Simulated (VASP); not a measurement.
Write the native input for VASP 6.6.1 that does the following.

```
Task                   : single point
Functional             : PBE
Potentials or basis    : VASP PAW PBE potentials, release 64 (Sr_sv, Hf_pv)
Cutoff                 : 520 eV
k mesh                 : 3 × 3 × 4
Occupations            : gaussian, width 0.1 eV
Spin                   : no spin polarisation
Dipole correction      : no
Further INCAR settings : ALGO = Fast; EDIFF = 1e-07; NBANDS = 50
```

The structure of Sr3Hf lies in POSCAR:

```
Sr3Hf
1.0
    6.9959587699      0.0000000000      0.0000000000
   -3.4979793850      6.0586780186      0.0000000000
    0.0000000000      0.0000000000      5.6153363355
Sr Hf
6 2
Direct
    0.8330000000      0.6660000000      0.2500000000
    0.1670000000      0.8330000000      0.7500000000
    0.3340000000      0.1670000000      0.2500000000
    0.1670000000      0.3340000000      0.7500000000
    0.8330000000      0.1670000000      0.2500000000
    0.6660000000      0.8330000000      0.7500000000
    0.3333333333      0.6666666667      0.2500000000
    0.6666666667      0.3333333333      0.7500000000
```

One way to write it, as run:

INCAR

```
PREC     = Accurate       # precision mode
ENCUT    = 520            # plane-wave cutoff, eV
EDIFF    = 1E-7           # SCF threshold, eV
ISMEAR   = 0              # smearing method
SIGMA    = 0.1            # smearing width, eV
LREAL    = F              # projectors in reciprocal space
LASPH    = T              # aspherical terms in the spheres
NELM     = 60             # most SCF steps
ALGO     = Fast           # electronic algorithm
ISIF     = 2              # what is computed and relaxed
LWAVE    = F              # write WAVECAR
LCHARG   = F              # write CHGCAR
GGA      = PE             # functional
NBANDS   = 50             # bands
```

KPOINTS

```
regular mesh
0
Gamma
  3 3 4
```

Potentials or basis: VASP PAW PBE potentials, release 64 (Sr_sv, Hf_pv).

Launch:

```sh
$ cat potpaw_PBE.64/Sr_sv/POTCAR potpaw_PBE.64/Hf_pv/POTCAR > POTCAR
$ mpirun -np 1 vasp_std > vasp.out
```

It gave:

```
Pressure               : 10.3 GPa
Largest force          : 0.560 eV/Å
Band gap on the k mesh : zero (band 40 reaches 3.96 eV, above the bottom of band 41 at 3.10 eV)
```

Caveat: spin-orbit coupling is left out, which moves the levels of the heavy elements.

It took 2.4 min on 1 thread of Intel(R) Xeon(R) Platinum 8559C (Emerald Rapids), on a shared host, peak memory 0.39 GiB.
